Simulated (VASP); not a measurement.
The system is Be3B2Cl3.

```
Be B Cl
1.0
     5.77593    0.00000    0.00000
    -2.88797    5.00211    0.00000
     0.00000    0.00000    4.70906
Be B Cl
3 2 3
Direct
  0.50000 0.00000 0.50000
  0.00000 0.50000 0.50000
  0.50000 0.50000 0.50000
  0.33333 0.66667 0.00000
  0.66667 0.33333 0.00000
  0.50000 0.00000 0.00000
  0.00000 0.50000 0.00000
  0.50000 0.50000 0.00000
```

```yaml
Program: VASP 6.6.1
Task: relaxation of cell and atoms
Functional: PBE
Potentials_or_basis: VASP PAW PBE potentials, release 64 (Be, B, Cl)
Cutoff: 600 eV
k_mesh: 3 × 3 × 4
Occupations: gaussian, width 0.1 eV
Spin: no spin polarisation
```

At the start: pressure 19.0 GPa; volume 17.01 Å³/atom.

Question: How do energy, volume and symmetry change on relaxing?

Answer: Over 10 steps the energy falls by 364.6 meV/atom and the volume is 23.14 Å³/atom (+36.1 %); space group P6/mmm (No. 191, to 0.05 Å).

The path:
```
step  energy change (eV)  largest force (eV/Å)  pressure (GPa)  volume (Å³)
   1              0.0000                0.0000           18.98       136.05
   2             -2.7785                0.0000            2.20       179.13
   3             -2.8899                0.0000            0.27       188.93
   4             -2.8951                0.0000           -0.19       191.63
   5             -2.8944                0.0000           -0.38       192.85
   6             -2.9000                0.0000           -0.40       191.97
   7             -2.9125                0.0000           -0.36       189.31
   8             -2.9001                0.0000            0.04       183.91
   9             -2.9149                0.0000           -0.31       187.85
  10             -2.9165                0.0000            0.13       185.15
```

Final structure:
```
Be B Cl
1.0
     6.75380    0.00000    0.00000
    -3.37690    5.84896    0.00000
     0.00000    0.00000    4.68705
Be B Cl
3 2 3
Direct
  0.50000 0.00000 0.50000
  0.00000 0.50000 0.50000
  0.50000 0.50000 0.50000
  0.33333 0.66667 0.00000
  0.66667 0.33333 0.00000
  0.50000 0.00000 0.00000
  0.00000 0.50000 0.00000
  0.50000 0.50000 0.00000
```

Caveat: the k points lie up to 0.36 Å⁻¹ apart in the final cell; the volume moved by over 15 % at a fixed basis, so the end points are rough; an odd number of electrons without spin polarisation forces a metal; a magnetic or distorted state may lie lower.
